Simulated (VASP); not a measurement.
A run of VASP 6.6.1 is set up as follows.

POSCAR

```
Ti3C2
1.0
    2.9108449311      0.0000000000      0.0000000000
   -1.4554224655      2.5208656568      0.0000000000
    0.0000000000      0.0000000000     15.1185181982
Ti C
6 4
Direct
    0.3333333333      0.6666666667      0.8441961089
    0.6666666667      0.3333333333      0.3441961089
    0.6666666667      0.3333333333      0.1558038911
    0.3333333333      0.6666666667      0.6558038911
    0.0000000000      0.0000000000      0.0000000000
    0.0000000000      0.0000000000      0.5000000000
    0.6666666667      0.3333333333      0.9141626305
    0.3333333333      0.6666666667      0.4141626305
    0.6666666667      0.3333333333      0.5858373695
    0.3333333333      0.6666666667      0.0858373695
```

The input INCAR.step1:

```
SYSTEM = Ti3C2
ALGO     = Normal         ! electronic algorithm
EDIFF    = 1E-4           ! SCF threshold, eV
ENCUT    = 520            ! plane-wave cutoff, eV
GGA      = PE             ! functional
ISMEAR   = 0              ! smearing method
LASPH    = .True.         ! aspherical terms in the spheres
LCHARG   = .False.        ! write CHGCAR
LREAL    = .False.        ! projectors in reciprocal space
LWAVE    = .True.         ! write WAVECAR
NBANDS   = 55             ! bands
NELM     = 100            ! most SCF steps
PREC     = Accurate       ! precision mode
SIGMA    = 0.15           ! smearing width, eV
```

The input INCAR.step2:

```
SYSTEM = Ti3C2
ALGO     = Normal         ! electronic algorithm
EDIFF    = 1E-7           ! SCF threshold, eV
ENCUT    = 520            ! plane-wave cutoff, eV
ISIF     = 2              ! what is computed and relaxed
ISMEAR   = 0              ! smearing method
ISTART   = 1            
LASPH    = .True.         ! aspherical terms in the spheres
LCHARG   = .False.        ! write CHGCAR
LMIXTAU  = .True.       
LREAL    = .False.        ! projectors in reciprocal space
LWAVE    = .False.        ! write WAVECAR
METAGGA  = R2SCAN         ! meta-GGA
NBANDS   = 55             ! bands
NELM     = 100            ! most SCF steps
PREC     = Accurate       ! precision mode
SIGMA    = 0.15           ! smearing width, eV
```

The input KPOINTS:

```
k-points
0
Gamma
  12 12 4
  0 0 0
```

Potentials or basis: VASP PAW PBE potentials, release 64 (Ti_sv, C).

Launch:

```sh
$ cat potpaw_PBE.64/Ti_sv/POTCAR potpaw_PBE.64/C/POTCAR > POTCAR
$ cp INCAR.step1 INCAR
$ mpirun -np 1 vasp_std > vasp.out
$ cp INCAR.step2 INCAR
$ mpirun -np 1 vasp_std > vasp.out
```

(1) Predict the band gap on the k mesh.

(2) What does it give for the pressure?

(3) Estimate the largest force.

Results:

(1) zero (bands 44 and 45 overlap by 0.51 eV).

(2) 27.9 GPa.

(3) 1.566 eV/Å.

Caveat: the cell differs from its parent crystal (strain -0.050 along x and y, +0.000 along z); the cell stands under pressure; the PAW data sets were made with another functional, which shifts forces and pressure a little.
